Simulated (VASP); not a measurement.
# AlGa3N4 (R3m) in VASP: a series of runs

Runs on AlGa3N4. Level: LDA. Tasks: single point.

All numbers are computed with VASP 6.6.1; they aren't measurements. Logs are shortened: lines on timing, memory, paths and dates and some standing lists are left out, and cuts for length are marked.

## 1. The cell of the first run

It takes space group R3m (No. 160, trigonal). The conventional cell has a = 6.271 Å, b = 6.271 Å, c = 7.412 Å, α = 90.00°, β = 90.00°, γ = 120.00°. Al (site symmetry 3m) has 4 N at 1.82 to 1.88 Å within 2.4 Å. Ga (site symmetry m) has 4 N at 1.87 to 1.93 Å within 2.5 Å. N (site symmetry m) has 3 Ga at 1.87 to 1.93 Å and 1 Al at 1.88 Å within 2.5 Å. Within 2.4 Å of N (site symmetry 3m) lie 1 Al at 1.82 Å and 3 Ga at 1.92 Å.

## 2. Single point, LDA

Contents of INCAR:

```
  ALGO = Normal
  EDIFF = 1E-6
  ENCUT = 520
  GGA = CA
  ISIF = 2
  ISMEAR = 0
  LASPH = True
  LCHARG = False
  LREAL = False
  LWAVE = False
  NBANDS = 41
  NELM = 80
  PREC = Accurate
  SIGMA = 0.05
```

Contents of KPOINTS:

```
k-points
0
Gamma
  6 6 6
```

Contents of POSCAR:

```
AlGa3N4
1.0
    4.3824846439     -0.0515716627     -0.0515716627
   -0.0515716627      4.3824846439     -0.0515716627
   -0.0515716627     -0.0515716627      4.3824846439
Al Ga N
1 3 4
Direct
    0.0000000000      0.0000000000      0.0000000000
    0.5000000000      0.5000000000      0.0000000000
    0.5000000000      0.0000000000      0.5000000000
    0.0000000000      0.5000000000      0.5000000000
    0.7548078379      0.7548078379      0.2451921621
    0.7548078379      0.2451921621      0.7548078379
    0.2451921621      0.7548078379      0.7548078379
    0.2451921621      0.2451921621      0.2451921621
```

Potentials or basis: VASP PAW LDA potentials, release 64 (Al, Ga_d, N).

Command:

```console
> cat potpaw_LDA.64/Al/POTCAR potpaw_LDA.64/Ga_d/POTCAR potpaw_LDA.64/N/POTCAR > POTCAR
> mpirun -np 1 vasp_std > vasp.out
```

OUTCAR:

```text
EDIFF = 1E-6
   ENCUT = 520
   GGA = CA
   ISIF = 2
   ISMEAR = 0
   LASPH = True
   LREAL = False
   NELM = 80
   PREC = Accurate

 ion  position               nearest neighbor table
   1  0.000  0.000  0.000-   8 1.82   6 1.88   7 1.88   5 1.88   3 3.06   4 3.06   2 3.06   4 3.06
                             3 3.06   2 3.06   4 3.14   3 3.14   2 3.14   3 3.14   4 3.14   2 3.14
   2  0.500  0.500  0.000-   5 1.87   8 1.92   7 1.93   6 1.93   1 3.06   1 3.06   1 3.14   1 3.14

   3  0.500  0.000  0.500-   6 1.87   8 1.92   7 1.93   5 1.93   1 3.06   1 3.06   1 3.14   1 3.14

   4  0.000  0.500  0.500-   7 1.87   8 1.92   6 1.93   5 1.93   1 3.06   1 3.06   1 3.14   1 3.14

   5  0.755  0.755  0.245-   2 1.87   1 1.88   3 1.93   4 1.93
   6  0.755  0.245  0.755-   3 1.87   1 1.88   4 1.93   2 1.93
   7  0.245  0.755  0.755-   4 1.87   1 1.88   3 1.93   2 1.93
   8  0.245  0.245  0.245-   1 1.82   2 1.92   3 1.92   4 1.92

  LATTYP: Found a trigonal (rhomboedric) cell.
 ALAT       =     4.3830914805
 COS(alpha) =    -0.0233903972

  Lattice vectors:

 A1 = (   4.3824846439,  -0.0515716627,  -0.0515716627)
 A2 = (  -0.0515716627,   4.3824846439,  -0.0515716627)
 A3 = (  -0.0515716627,  -0.0515716627,   4.3824846439)

Analysis of symmetry for initial positions (statically):
=====================================================================
 Subroutine PRICEL returns:
 Original cell was already a primitive cell.

 Routine SETGRP: Setting up the symmetry group for a
 trigonal (rhombohedral) supercell.

 Subroutine GETGRP returns: Found  6 space group operations
 (whereof  6 operations were pure point group operations)
 out of a pool of 12 trial point group operations.

The static configuration has the point symmetry C_3v.

Analysis of symmetry for dynamics (positions and initial velocities):
=====================================================================
 Subroutine PRICEL returns:
 Original cell was already a primitive cell.

 Routine SETGRP: Setting up the symmetry group for a
 trigonal (rhombohedral) supercell.

 Subroutine GETGRP returns: Found  6 space group operations
 (whereof  6 operations were pure point group operations)
 out of a pool of 12 trial point group operations.

The dynamic configuration has the point symmetry C_3v.

 Subroutine INISYM returns: Found  6 space group operations
 (whereof  6 operations are pure point group operations),
 and found     1 'primitive' translations

----------------------------------------------------------------------------------------

                                     Primitive cell

  volume of cell :      84.1355

  direct lattice vectors                    reciprocal lattice vectors
     4.382484644 -0.051571663 -0.051571663     0.228245029  0.002717897  0.002717897
    -0.051571663  4.382484644 -0.051571663     0.002717897  0.228245029  0.002717897
    -0.051571663 -0.051571663  4.382484644     0.002717897  0.002717897  0.228245029

  length of vectors
     4.383091481  4.383091481  4.383091481     0.228277391  0.228277391  0.228277391

  position of ions in fractional coordinates (direct lattice)
     0.000000000  0.000000000  0.000000000
     0.500000000  0.500000000  0.000000000
     0.500000000  0.000000000  0.500000000
     0.000000000  0.500000000  0.500000000
     0.754807838  0.754807838  0.245192162
     0.754807838  0.245192162  0.754807838
     0.245192162  0.754807838  0.754807838
     0.245192162  0.245192162  0.245192162

  ion indices of the primitive-cell ions
   primitive index   ion index
                 1           1
                 2           2
                 3           3
                 4           4
                 5           5
                 6           6
                 7           7
                 8           8

----------------------------------------------------------------------------------------

 KPOINTS: k-points

Automatic generation of k-mesh.
 Grid dimensions read from file:
 generate k-points for:    6    6    6

 Generating k-lattice:

  Cartesian coordinates                     Fractional coordinates (reciprocal lattice)
     0.038040838  0.000452983  0.000452983     0.166666667  0.000000000  0.000000000
     0.000452983  0.038040838  0.000452983     0.000000000  0.166666667  0.000000000
     0.000452983  0.000452983  0.038040838     0.000000000  0.000000000  0.166666667

  Length of vectors
     0.038046232  0.038046232  0.038046232

  Shift w.r.t. Gamma in fractional coordinates (k-lattice)
     0.000000000  0.000000000  0.000000000

 Subroutine IBZKPT returns following result:
 ===========================================

 Found     32 irreducible k-points:

 Following reciprocal coordinates:
            Coordinates               Weight
  0.000000  0.000000  0.000000      1.000000
  0.166667 -0.000000 -0.000000      6.000000
  0.333333 -0.000000 -0.000000      6.000000
  0.500000 -0.000000 -0.000000      3.000000
  0.166667  0.166667 -0.000000      6.000000
  0.333333  0.166667 -0.000000     12.000000
[... 16 lines left out ...]
  0.500000  0.500000  0.166667      6.000000
 -0.333333  0.500000  0.166667     12.000000
 [... further k-points ...]
   k-points           NKPTS =     32   k-points in BZ     NKDIM =     32   number of bands    NBANDS=     41
   number of dos      NEDOS =    301   number of ions     NIONS =      8
   total plane-waves  NPLWV =  46656
   dimension x,y,z NGX =    36 NGY =   36 NGZ =   36
   dimension x,y,z NGXF=    72 NGYF=   72 NGZF=   72
   ions per type =               1   3   4
   NGX,Y,Z   is equivalent  to a cutoff of  13.65, 13.65, 13.65 a.u.
   NGXF,Y,Z  is equivalent  to a cutoff of  27.31, 27.31, 27.31 a.u.
 SYSTEM =  unknown system
   PREC   = accura    normal or accurate (medium, high low for compatibility)
   ISTART =      0    job   : 0-new  1-cont  2-samecut
   ICHARG =      2    charge: 1-file 2-atom 10-const
   ISPIN  =      1    spin polarized calculation?
   LNONCOLLINEAR =      F non collinear calculations
   LSORBIT =      F    spin-orbit coupling
   LASPH  =      T    aspherical Exc in radial PAW
   ENCUT  =  520.0 eV  38.22 Ry    6.18 a.u.   8.15  8.15  8.15*2*pi/ulx,y,z
   NELM   =     80;   NELMIN=  2; NELMDL= -5     # of ELM steps
   EDIFF  = 0.1E-05   stopping-criterion for ELM
   LREAL  =      F    real-space projection
   EDIFFG = 0.1E-04   stopping-criterion for IOM
   NSW    =      0    number of steps for IOM
   IBRION =     -1    ionic relax: 0-MD 1-quasi-New 2-CG
   NFREE  =      0    steps in history (QN), initial steepest desc. (CG)
   ISIF   =      2    stress and relaxation
   ISYM   =      2    0-nonsym 1-usesym 2-fastsym
   POTIM  = 0.5000    time-step for ionic-motion
   TEBEG  =    0.0;   TEEND  =   0.0 temperature during run
   PSTRESS=    0.0 pullay stress
   NELECT =      62.0000    total number of electrons
   NUPDOWN=      -1.0000    fix difference up-down
   EMIN   =  10.00;   EMAX   =-10.00  energy-range for DOS
   EFERMI =   0.00;   METHOD = LEGACY
   ISMEAR =     0;   SIGMA  =   0.05  broadening in eV -4-tet -1-fermi 0-gaus
   EFERMI_NEDOS =   21; number of points for ismear=-14 and -15
   IALGO  =     38    algorithm
   IMIX   =      4    mixing-type and parameters
     AMIX     =   0.40;   BMIX     =  1.00
     AMIX_MAG =   1.60;   BMIX_MAG =  1.00
  volume/ion in A,a.u.               =      10.52        70.97
  Fermi-wavevector in a.u.,A,eV,Ry     =   1.478696  2.794331 29.749715  2.186542
  Thomas-Fermi vector in A             =   2.592945
   LORBIT       =      0    0 simple, 1 ext, 2 COOP (PROOUT), +10 PAW based schemes
   GGA     = CA    functional components
   LHFCALC =     F    Hartree Fock is set to
   AEXX    =    0.0000 exact exchange contribution
   IVDW    =     0    specifies the selected vdW correction
   LEPSILON=     F    determine dielectric tensor
   LRPA    =     F    only Hartree local field effects (RPA)
 non-spin polarized calculation
 Gauss-broadening in eV      SIGMA  =   0.05
  energy-cutoff  :      520.00
  volume of cell :       84.14
 maximum number of plane-waves:      2290
 NGX is ok and might be reduce to    36
   NGX = 17   NGY = 17   NGZ = 17

 number of electron      61.9999989 magnetization

 Free energy of the ion-electron system (eV)
  ---------------------------------------------------
  ext. energy  EPLUGINS =         0.00000000
  ---------------------------------------------------
  free energy    TOTEN  =       -58.01957859 eV

  energy without entropy =      -58.01957859  energy(sigma->0) =      -58.01957859

 E-fermi :   6.1637     XC(G=0): -12.2395

 val. band max:        5.9188379219   @ k =   0.0000   0.0000   0.0000
 cond. band min:       8.5787948273   @ k =   0.0000   0.0000   0.0000
 fundamental gap:      2.6599569054
 Fermi energy:         6.1637267290

 k-point     1 :       0.0000    0.0000    0.0000
  band No.  band energies     occupation
      1     -10.2198      2.00000
      2      -8.8155      2.00000
      3      -8.8155      2.00000
      4      -8.7416      2.00000
      5      -7.4924      2.00000
      6      -7.4583      2.00000
[... 33 lines left out ...]
     40      16.5975      0.00000
     41      17.6038      0.00000

 k-point     2 :       0.1667   -0.0000   -0.0000
  band No.  band energies     occupation
      1     -10.0956      2.00000
      2      -8.8465      2.00000
      3      -8.8173      2.00000
      4      -8.7521      2.00000
      5      -7.4836      2.00000
      6      -7.4536      2.00000
[... 33 lines left out ...]
     40      16.8500      0.00000
     41      17.9841      0.00000

 k-point     3 :       0.3333   -0.0000   -0.0000
  band No.  band energies     occupation
      1      -9.7594      2.00000
      2      -8.9917      2.00000
      3      -8.8210      2.00000
      4      -8.7640      2.00000
      5      -7.4516      2.00000
      6      -7.4366      2.00000
[... 33 lines left out ...]
     40      17.4599      0.00000
     41      17.5329      0.00000

 k-point     4 :       0.5000   -0.0000   -0.0000
  band No.  band energies     occupation
      1      -9.3903      2.00000
      2      -9.2606      2.00000
      3      -8.8229      2.00000
      4      -8.7674      2.00000
      5      -7.4217      2.00000
      6      -7.4082      2.00000
[... 825 lines left out ...]
     40      16.5738      0.00000
     41      16.7651      0.00000

 k-point    23 :       0.5000    0.5000    0.1667
  band No.  band energies     occupation
      1      -9.1358      2.00000
      2      -9.0127      2.00000
      3      -8.9724      2.00000
      4      -8.8889      2.00000
      5      -7.4552      2.00000
      6      -7.4480      2.00000
[... 33 lines left out ...]
     40      16.2689      0.00000
     41      16.3863      0.00000

 k-point    24 :      -0.3333    0.5000    0.1667
  band No.  band energies     occupation
      1      -9.2107      2.00000
      2      -9.0786      2.00000
      3      -8.9385      2.00000
      4      -8.8318      2.00000
      5      -7.4639      2.00000
      6      -7.4427      2.00000
[... 33 lines left out ...]
     40      16.0632      0.00000
     41      16.4490      0.00000

 [... further k-points ...]
[... 5 lines left out ...]
  --------------------------------------------------------------------------------------
  -------------------------------------------------------------------------------------
  Total        4.3028897      4.3028897      4.3028897      3.0412072      3.0412072      3.0412072
  in kB       81.9391519     81.9391519     81.9391519     57.9131586     57.9131586     57.9131586
  external PRESSURE =      81.9391519 kB  Pullay stress =       0.0000000 kB

 VOLUME and BASIS-vectors are now :
 -----------------------------------------------------------------------------
  energy-cutoff  :      520.00
  volume of cell :       84.14
      direct lattice vectors                 reciprocal lattice vectors
     4.382484644 -0.051571663 -0.051571663     0.228245029  0.002717897  0.002717897
    -0.051571663  4.382484644 -0.051571663     0.002717897  0.228245029  0.002717897
    -0.051571663 -0.051571663  4.382484644     0.002717897  0.002717897  0.228245029

 POSITION                                       TOTAL-FORCE (eV/Angst)
 -----------------------------------------------------------------------------------
      0.00000      0.00000      0.00000        -0.304359     -0.304359     -0.304359
      2.16546      2.16546     -0.05157        -0.319079     -0.319079     -0.296574
      2.16546     -0.05157      2.16546        -0.319079     -0.296574     -0.319079
     -0.05157      2.16546      2.16546        -0.296574     -0.319079     -0.319079
      3.25636      3.25636      0.99670         0.336747      0.336747      0.259545
      3.25636      0.99670      3.25636         0.336747      0.259545      0.336747
      0.99670      3.25636      3.25636         0.259545      0.336747      0.336747
      1.04926      1.04926      1.04926         0.306051      0.306051      0.306051
 -----------------------------------------------------------------------------------
    total drift:                               -0.000587     -0.000587     -0.000587

  FREE ENERGIE OF THE ION-ELECTRON SYSTEM (eV)
  ---------------------------------------------------
  free  energy   TOTEN  =       -58.0195785874 eV

  energy  without entropy=      -58.0195785874  energy(sigma->0) =      -58.01957859
```

It took 47 s on 1 thread of Intel Xeon 6975P-C (Granite Rapids), shared host; peak memory 0.22 GiB.

Results:

```yaml
Free_energy: -58.0196 eV
Pressure: 8.2 GPa
Largest_force: 0.542 eV/Å
Band_gap_on_the_k_mesh: 2.66 eV
```

Forces in eV/Å, atoms in the order of the input:
```
Al  -0.304 -0.304 -0.304
Ga  -0.319 -0.319 -0.297
Ga  -0.319 -0.297 -0.319
Ga  -0.297 -0.319 -0.319
N    0.337  0.337  0.260
N    0.337  0.260  0.337
N    0.260  0.337  0.337
N    0.306  0.306  0.306
```

Caveat: the cell stands under pressure.

## 3. Single point, LDA

Contents of INCAR:

```
SYSTEM = AlGa3N4
ALGO = Normal
EDIFF = 1E-7
ENCUT = 520
ISIF = 2
ISMEAR = 0
LASPH = .TRUE.
LCHARG = .TRUE.
LELF = .TRUE.
LREAL = .FALSE.
LVHAR = .TRUE.
LWAVE = .FALSE.
NBANDS = 41
NELM = 100
PREC = Accurate
SIGMA = 0.05
```

Contents of KPOINTS:

```
k-points
0
G
  6 6 6
  0 0 0
```

POSCAR, as its differences from that of step 2:

```diff
@@ -2,5 +2,5 @@
 1.0
-    4.3824846439     -0.0515716627     -0.0515716627
-   -0.0515716627      4.3824846439     -0.0515716627
-   -0.0515716627     -0.0515716627      4.3824846439
+    4.3824846439      0.0515716627      0.0515716627
+    0.0515716627      4.3824846439      0.0515716627
+    0.0515716627      0.0515716627      4.3824846439
 Al Ga N
```

Potentials or basis: VASP PAW LDA potentials, release 64 (Al, Ga_d, N).

Command:

```console
> cat potpaw_LDA.64/Al/POTCAR potpaw_LDA.64/Ga_d/POTCAR potpaw_LDA.64/N/POTCAR > POTCAR
> mpirun -np 1 vasp_std > vasp.out
```

Wall time 50 s (1 thread of Intel Xeon 6975P-C (Granite Rapids), shared host); peak memory 0.22 GiB.

The run converged. Its results:

```yaml
Free_energy: -58.0265 eV
Pressure: 8.2 GPa
Largest_force: 0.489 eV/Å
Band_gap_on_the_k_mesh: 2.69 eV
```

Forces in eV/Å, atoms in the order of the input:
```
Al   0.230  0.230  0.230
Ga   0.240  0.240  0.228
Ga   0.240  0.228  0.240
Ga   0.228  0.240  0.240
N   -0.208 -0.208 -0.239
N   -0.208 -0.239 -0.208
N   -0.239 -0.208 -0.208
N   -0.282 -0.282 -0.282
```

Stress tensor (GPa, compression positive):
```
 8.21 -5.36 -5.36
-5.36  8.21 -5.36
-5.36 -5.36  8.21
```

Levels at points of the mesh, in eV from the valence-band top:
```tsv
k point	band 28	band 29	band 30	band 31	band 32	band 33	band 34	band 35
(0.00, 0.00, 0.00)	-2.55	-0.17	0.00	0.00	2.69	3.30	3.30	3.35
(0.50, 0.00, 0.00)	-1.77	-1.53	-1.45	-1.21	5.03	5.11	6.18	6.21
(0.50, 0.50, 0.00)	-1.13	-1.11	-0.99	-0.71	6.96	7.11	7.19	7.33
(0.50, 0.50, 0.50)	-0.92	-0.82	-0.69	-0.69	5.17	5.17	5.47	6.57
```

Caveat: the cell stands under pressure.
